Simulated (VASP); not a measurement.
# B3As4 (P-6m2) in VASP: notebook

B3As4 is run at these levels: PBE; tasks: single point.

All numbers are computed with VASP 6.6.1; they aren't measurements. Logs are shortened: lines on timing, memory, paths and dates and some standing lists are left out, and cuts for length are marked.

### 1 The cell of the first run

The structure is hexagonal, space group P-6m2 (No. 187). The conventional cell has a = 6.175 Å, b = 6.175 Å, c = 4.692 Å, α = 90.00°, β = 90.00°, γ = 120.00°. Within 2.2 Å of B (site symmetry 3m) lie 2 B at 1.54 to 1.61 Å and 3 As at 2.16 Å. Within 2.1 Å of B (site symmetry -6m2) lie 2 B at 1.54 Å. As (site symmetry mm2) has 2 B at 2.16 Å and 2 As at 2.71 Å within 2.9 Å. Within 4.8 Å of As (site symmetry -6m2) lie 15 B at 3.56 to 4.76 Å and 14 As at 3.88 to 4.69 Å.

The cell was generated, and may not be a known phase.

### 2 Single point, PBE

INCAR

```
  PREC = Accurate
  ENCUT = 500
  EDIFF = 1E-6
  ISMEAR = 0
  SIGMA = 0.2
  LREAL = False
  LASPH = True
  NELM = 120
  ALGO = Normal
  ISIF = 2
  LWAVE = False
  LCHARG = False
  GGA = PE
  NBANDS = 24
  GGA_COMPAT = False
```

KPOINTS

```
Automatic mesh
0
Gamma
  4 4 4
```

POSCAR

```
B3As4
1.0
    6.1746702798      0.0000000000      0.0000000000
   -3.0873351399      5.3474213223      0.0000000000
    0.0000000000      0.0000000000      4.6917102978
B As
3 4
Direct
    0.6666666667      0.3333333333      0.6717777850
    0.6666666667      0.3333333333      0.3282222150
    0.6666666667      0.3333333333      0.0000000000
    0.8537262814      0.1462737186      0.5000000000
    0.8537262814      0.7074525628      0.5000000000
    0.2925474372      0.1462737186      0.5000000000
    0.3333333333      0.6666666667      0.0000000000
```

Potentials or basis: VASP PAW PBE potentials, release 64 (B, As).

Command:

```bash
> cat potpaw_PBE.64/B/POTCAR potpaw_PBE.64/As/POTCAR > POTCAR
> mpirun -np 1 vasp_std > vasp.out
```

OUTCAR:

```text
PREC = Accurate
   ENCUT = 500
   EDIFF = 1E-6
   ISMEAR = 0
   LREAL = False
   LASPH = True
   NELM = 120
   ISIF = 2
   GGA = PE

 ion  position               nearest neighbor table
   1  0.667  0.333  0.672-   3 1.54   2 1.61   4 2.16   6 2.16   5 2.16
   2  0.667  0.333  0.328-   3 1.54   1 1.61   4 2.16   6 2.16   5 2.16
   3  0.667  0.333  0.000-   1 1.54   2 1.54
   4  0.854  0.146  0.500-   1 2.16   2 2.16   6 2.71   5 2.71
   5  0.854  0.707  0.500-   1 2.16   2 2.16   4 2.71   6 2.71
   6  0.293  0.146  0.500-   1 2.16   2 2.16   4 2.71   5 2.71
   7  0.333  0.667  0.000-

  LATTYP: Found a hexagonal cell.
 ALAT       =     6.1746702798
 C/A-ratio  =     0.7598317133

  Lattice vectors:

 A1 = (   6.1746702798,   0.0000000000,   0.0000000000)
 A2 = (  -3.0873351399,   5.3474213223,   0.0000000000)
 A3 = (   0.0000000000,   0.0000000000,   4.6917102978)

Analysis of symmetry for initial positions (statically):
=====================================================================
 Subroutine PRICEL returns:
 Original cell was already a primitive cell.

 Routine SETGRP: Setting up the symmetry group for a
 hexagonal supercell.

 Subroutine GETGRP returns: Found 12 space group operations
 (whereof 12 operations were pure point group operations)
 out of a pool of 24 trial point group operations.

The static configuration has the point symmetry D_3h.

Analysis of symmetry for dynamics (positions and initial velocities):
=====================================================================
 Subroutine PRICEL returns:
 Original cell was already a primitive cell.

 Routine SETGRP: Setting up the symmetry group for a
 hexagonal supercell.

 Subroutine GETGRP returns: Found 12 space group operations
 (whereof 12 operations were pure point group operations)
 out of a pool of 24 trial point group operations.

The dynamic configuration has the point symmetry D_3h.

 Subroutine INISYM returns: Found 12 space group operations
 (whereof 12 operations are pure point group operations),
 and found     1 'primitive' translations

----------------------------------------------------------------------------------------

                                     Primitive cell

  volume of cell :     154.9135

  direct lattice vectors                    reciprocal lattice vectors
     6.174670280  0.000000000  0.000000000     0.161951967  0.093503012  0.000000000
    -3.087335140  5.347421322  0.000000000     0.000000000  0.187006024  0.000000000
     0.000000000  0.000000000  4.691710298     0.000000000  0.000000000  0.213141890

  length of vectors
     6.174670280  6.174670280  4.691710298     0.187006024  0.187006024  0.213141890

  position of ions in fractional coordinates (direct lattice)
     0.666666667  0.333333333  0.671777785
     0.666666667  0.333333333  0.328222215
     0.666666667  0.333333333  0.000000000
     0.853726281  0.146273719  0.500000000
     0.853726281  0.707452563  0.500000000
     0.292547437  0.146273719  0.500000000
     0.333333333  0.666666667  0.000000000

  ion indices of the primitive-cell ions
   primitive index   ion index
                 1           1
                 2           2
                 3           3
                 4           4
                 5           5
                 6           6
                 7           7

----------------------------------------------------------------------------------------

 KPOINTS: Automatic mesh

Automatic generation of k-mesh.
 Grid dimensions read from file:
 generate k-points for:    4    4    4

 Generating k-lattice:

  Cartesian coordinates                     Fractional coordinates (reciprocal lattice)
     0.040487992  0.023375753  0.000000000     0.250000000  0.000000000  0.000000000
     0.000000000  0.046751506  0.000000000     0.000000000  0.250000000  0.000000000
     0.000000000  0.000000000  0.053285472     0.000000000  0.000000000  0.250000000

  Length of vectors
     0.046751506  0.046751506  0.053285472

  Shift w.r.t. Gamma in fractional coordinates (k-lattice)
     0.000000000  0.000000000  0.000000000

 Subroutine IBZKPT returns following result:
 ===========================================

 Found     12 irreducible k-points:

 Following reciprocal coordinates:
            Coordinates               Weight
  0.000000  0.000000  0.000000      1.000000
  0.250000 -0.000000  0.000000      6.000000
  0.500000 -0.000000  0.000000      3.000000
  0.250000  0.250000  0.000000      6.000000
  0.000000  0.000000  0.250000      2.000000
  0.250000 -0.000000  0.250000     12.000000
  0.500000 -0.000000  0.250000      6.000000
  0.250000  0.250000  0.250000     12.000000
  0.000000  0.000000  0.500000      1.000000
  0.250000 -0.000000  0.500000      6.000000
  0.500000 -0.000000  0.500000      3.000000
  0.250000  0.250000  0.500000      6.000000
   k-points           NKPTS =     12   k-points in BZ     NKDIM =     12   number of bands    NBANDS=     24
   number of dos      NEDOS =    301   number of ions     NIONS =      7
   total plane-waves  NPLWV =  82944
   dimension x,y,z NGX =    48 NGY =   48 NGZ =   36
   dimension x,y,z NGXF=    96 NGYF=   96 NGZF=   72
   ions per type =               3   4
   NGX,Y,Z   is equivalent  to a cutoff of  12.92, 12.92, 12.76 a.u.
   NGXF,Y,Z  is equivalent  to a cutoff of  25.85, 25.85, 25.51 a.u.
 SYSTEM =  unknown system
   PREC   = accura    normal or accurate (medium, high low for compatibility)
   ISTART =      0    job   : 0-new  1-cont  2-samecut
   ICHARG =      2    charge: 1-file 2-atom 10-const
   ISPIN  =      1    spin polarized calculation?
   LNONCOLLINEAR =      F non collinear calculations
   LSORBIT =      F    spin-orbit coupling
   LASPH  =      T    aspherical Exc in radial PAW
   ENCUT  =  500.0 eV  36.75 Ry    6.06 a.u.  11.26 11.26  8.55*2*pi/ulx,y,z
   NELM   =    120;   NELMIN=  2; NELMDL= -5     # of ELM steps
   EDIFF  = 0.1E-05   stopping-criterion for ELM
   LREAL  =      F    real-space projection
   EDIFFG = 0.1E-04   stopping-criterion for IOM
   NSW    =      0    number of steps for IOM
   IBRION =     -1    ionic relax: 0-MD 1-quasi-New 2-CG
   NFREE  =      0    steps in history (QN), initial steepest desc. (CG)
   ISIF   =      2    stress and relaxation
   ISYM   =      2    0-nonsym 1-usesym 2-fastsym
   POTIM  = 0.5000    time-step for ionic-motion
   TEBEG  =    0.0;   TEEND  =   0.0 temperature during run
   PSTRESS=    0.0 pullay stress
   NELECT =      29.0000    total number of electrons
   NUPDOWN=      -1.0000    fix difference up-down
   EMIN   =  10.00;   EMAX   =-10.00  energy-range for DOS
   EFERMI =   0.00;   METHOD = LEGACY
   ISMEAR =     0;   SIGMA  =   0.20  broadening in eV -4-tet -1-fermi 0-gaus
   EFERMI_NEDOS =   21; number of points for ismear=-14 and -15
   IALGO  =     38    algorithm
   IMIX   =      4    mixing-type and parameters
     AMIX     =   0.40;   BMIX     =  1.00
     AMIX_MAG =   1.60;   BMIX_MAG =  1.00
  volume/ion in A,a.u.               =      22.13       149.34
  Fermi-wavevector in a.u.,A,eV,Ry     =   0.936507  1.769742 11.932927  0.877045
  Thomas-Fermi vector in A             =   2.063523
   LORBIT       =      0    0 simple, 1 ext, 2 COOP (PROOUT), +10 PAW based schemes
   GGA     = PE    functional components
   LHFCALC =     F    Hartree Fock is set to
   AEXX    =    0.0000 exact exchange contribution
   IVDW    =     0    specifies the selected vdW correction
   LEPSILON=     F    determine dielectric tensor
   LRPA    =     F    only Hartree local field effects (RPA)
 non-spin polarized calculation
 Gauss-broadening in eV      SIGMA  =   0.20
  energy-cutoff  :      500.00
  volume of cell :      154.91
 maximum number of plane-waves:      3978
 NGX is ok and might be reduce to    48
   NGX = 23   NGY = 23   NGZ = 17

 number of electron      28.9999996 magnetization

 Free energy of the ion-electron system (eV)
  ---------------------------------------------------
  ext. energy  EPLUGINS =         0.00000000
  ---------------------------------------------------
  free energy    TOTEN  =       -31.48189953 eV

  energy without entropy =      -31.42499899  energy(sigma->0) =      -31.45344926

 E-fermi :   2.2270     XC(G=0):  -8.6592

 val. band max:        2.2181018110   @ k =   0.2500   0.2500   0.2500
 cond. band min:       2.3692245322   @ k =   0.2500  -0.0000   0.5000
 fundamental gap:      0.1511227212
 Fermi energy:         2.2269780720

 k-point     1 :       0.0000    0.0000    0.0000
  band No.  band energies     occupation
      1     -11.9119      2.00000
      2      -8.1951      2.00000
      3      -8.1951      2.00000
      4      -7.5132      2.00000
      5      -7.2545      2.00000
      6      -4.9810      2.00000
[... 16 lines left out ...]
     23       6.8618      0.00000
     24       6.8618      0.00000

 k-point     2 :       0.2500   -0.0000    0.0000
  band No.  band energies     occupation
      1     -11.7379      2.00000
      2      -9.2853      2.00000
      3      -8.2426      2.00000
      4      -7.4275      2.00000
      5      -6.0647      2.00000
      6      -4.9661      2.00000
[... 16 lines left out ...]
     23       7.2040      0.00000
     24       7.3520      0.00000

 k-point     3 :       0.5000   -0.0000    0.0000
  band No.  band energies     occupation
      1     -11.4863      2.00000
      2      -9.9591      2.00000
      3      -8.2881      2.00000
      4      -7.4589      2.00000
      5      -5.3655      2.00000
      6      -4.6337      2.00000
[... 16 lines left out ...]
     23       7.5151      0.00000
     24       7.6432      0.00000
[... 190 lines left out ...]
 k-point    11 :       0.5000   -0.0000    0.5000
  band No.  band energies     occupation
      1     -11.2935      2.00000
      2      -9.8322      2.00000
      3      -8.1520      2.00000
      4      -7.4424      2.00000
      5      -6.9099      2.00000
      6      -4.7229      2.00000
[... 16 lines left out ...]
     23       8.6652      0.00000
     24       8.8583      0.00000

 k-point    12 :       0.2500    0.2500    0.5000
  band No.  band energies     occupation
      1     -11.2955      2.00000
      2      -9.8187      2.00000
      3      -8.1858      2.00000
      4      -7.4445      2.00000
      5      -6.9065      2.00000
      6      -4.5534      2.00000
[... 16 lines left out ...]
     23       8.2819      0.00000
     24       8.8586      0.00000

------------------------ aborting loop because EDIFF is reached ----------------------------------------

  FORCE on cell =-STRESS in cart. coord.  units (eV):
  Direction    XX          YY          ZZ          XY          YZ          ZX
  --------------------------------------------------------------------------------------
  -------------------------------------------------------------------------------------
  Total        0.5952239      0.5952239      0.2360764      0.0000000      0.0000000      0.0000000
  in kB        6.1560419      6.1560419      2.4415960      0.0000000      0.0000000      0.0000000
  external PRESSURE =       4.9178933 kB  Pullay stress =       0.0000000 kB

 VOLUME and BASIS-vectors are now :
 -----------------------------------------------------------------------------
  energy-cutoff  :      500.00
  volume of cell :      154.91
      direct lattice vectors                 reciprocal lattice vectors
     6.174670280  0.000000000  0.000000000     0.161951967  0.093503012  0.000000000
    -3.087335140  5.347421322  0.000000000     0.000000000  0.187006024  0.000000000
     0.000000000  0.000000000  4.691710298     0.000000000  0.000000000  0.213141890

 POSITION                                       TOTAL-FORCE (eV/Angst)
 -----------------------------------------------------------------------------------
      3.08734      1.78247      3.15179        -0.000000      0.000000      0.037888
      3.08734      1.78247      1.53992        -0.000000      0.000000     -0.037888
      3.08734      1.78247      0.00000         0.000000      0.000000      0.000000
      4.81988      0.78219      2.34586         0.035083     -0.020255     -0.000000
      3.08734      3.78305      2.34586         0.000000      0.040510      0.000000
      1.35479      0.78219      2.34586        -0.035083     -0.020255     -0.000000
     -0.00000      3.56495      0.00000         0.000000      0.000000      0.000000
 -----------------------------------------------------------------------------------
    total drift:                               -0.000000      0.000000     -0.000000

  FREE ENERGIE OF THE ION-ELECTRON SYSTEM (eV)
  ---------------------------------------------------
  free  energy   TOTEN  =       -31.4818995338 eV

  energy  without entropy=      -31.4249989912  energy(sigma->0) =      -31.45344926
```

Run time: 37 s. Hardware: 1 thread of Intel Xeon Platinum 8375C at 2.90GHz (Ice Lake), shared host; peak memory 0.27 GiB.

Results:

```
Free energy            : -31.4819 eV
Pressure               : 0.5 GPa
Largest force          : 0.041 eV/Å
Band gap on the k mesh : zero (an odd number of electrons rules out a gap without spin polarisation)
```

Forces on the atoms (eV/Å):
```
B    0.000  0.000  0.038
B    0.000  0.000 -0.038
B    0.000  0.000  0.000
As   0.035 -0.020  0.000
As   0.000  0.041  0.000
As  -0.035 -0.020  0.000
As   0.000  0.000  0.000
```

Stress tensor (GPa, compression positive):
```
0.62 0.00 0.00
0.00 0.62 0.00
0.00 0.00 0.24
```

Levels at points of the mesh, in eV from the Fermi level:
| k point | band 12 | band 13 | band 14 | band 15 | band 16 | band 17 |
| --- | --- | --- | --- | --- | --- | --- |
| (0.00, 0.00, 0.00) | -1.14 | -0.30 | -0.30 | 0.52 | 0.52 | 0.68 |
| (0.50, 0.00, 0.00) | -1.72 | -1.22 | -0.47 | -0.14 | 0.57 | 1.00 |
| (0.00, 0.00, 0.50) | -1.79 | -1.19 | -0.70 | -0.70 | 1.16 | 1.16 |
| (0.50, 0.00, 0.50) | -2.48 | -1.00 | -0.81 | 0.16 | 0.43 | 0.68 |

### 3 Single point, PBE

This run uses another cell than the first one, of 27.15 Å³/atom.

INCAR

```
SYSTEM = B3As4
  PREC = Accurate
  ENCUT = 500
  EDIFF = 1E-6
  ISMEAR = 0
  SIGMA = 0.2
  LREAL = .FALSE.
  LASPH = .TRUE.
  NELM = 120
  ALGO = Normal
  ISIF = 2
  LWAVE = .FALSE.
  LCHARG = .TRUE.
  GGA = PE
  LELF = .TRUE.
  LVHAR = .TRUE.
  NBANDS = 24
  GGA_COMPAT = .FALSE.
```

KPOINTS

```
Automatic mesh
0
G
  5 5 2
  0 0 0
```

POSCAR

```
B3As4
1.0
    4.6281713760      0.0000000000      0.0000000000
   -2.3140856880      4.0081139847      0.0000000000
    0.0000000000      0.0000000000     10.2467072302
B As
3 4
Direct
    0.3333333333      0.6666666667      0.5000000000
    0.3333333333      0.6666666667      0.3509421303
    0.3333333333      0.6666666667      0.6490578697
    0.3333333333      0.6666666667      0.8380608528
    0.3333333333      0.6666666667      0.1619391472
    0.0000000000      0.0000000000      0.8782665044
    0.0000000000      0.0000000000      0.1217334956
```

Potentials or basis: VASP PAW PBE potentials, release 64 (B, As).

Command:

```bash
> cat potpaw_PBE.64/B/POTCAR potpaw_PBE.64/As/POTCAR > POTCAR
> mpirun -np 1 vasp_std > vasp.out
```

Run time: 46 s. Hardware: 1 thread of Intel Xeon Platinum 8375C at 2.90GHz (Ice Lake), shared host; peak memory 0.31 GiB.

It converged, with:

| Quantity | Value |
| --- | --- |
| Free energy | -32.6938 eV |
| Pressure | 0.0 GPa |
| Largest force | 0.051 eV/Å |
| Band gap on the k mesh | zero (an odd number of electrons rules out a gap without spin polarisation) |

Forces on the atoms (eV/Å):
```
B    0.000  0.000  0.000
B    0.000  0.000  0.051
B    0.000  0.000 -0.051
As   0.000  0.000  0.049
As   0.000  0.000 -0.049
As   0.000  0.000 -0.010
As   0.000  0.000  0.010
```

Stress tensor (GPa, compression positive):
```
-0.15  0.00  0.00
 0.00 -0.15  0.00
 0.00  0.00  0.34
```

Levels at points of the mesh, in eV from the Fermi level:
```csv
k point,band 11,band 12,band 13,band 14,band 15,band 16,band 17,band 18
"(0.00, 0.00, 0.00)",-2.59,-2.14,-2.06,-0.37,-0.37,1.11,1.11,1.24
"(0.00, 0.00, 0.50)",-2.64,-2.64,-1.97,0.11,0.11,0.17,0.17,2.04
```

The gap in the log of VASP goes by the Fermi energy; the results here count the filled bands.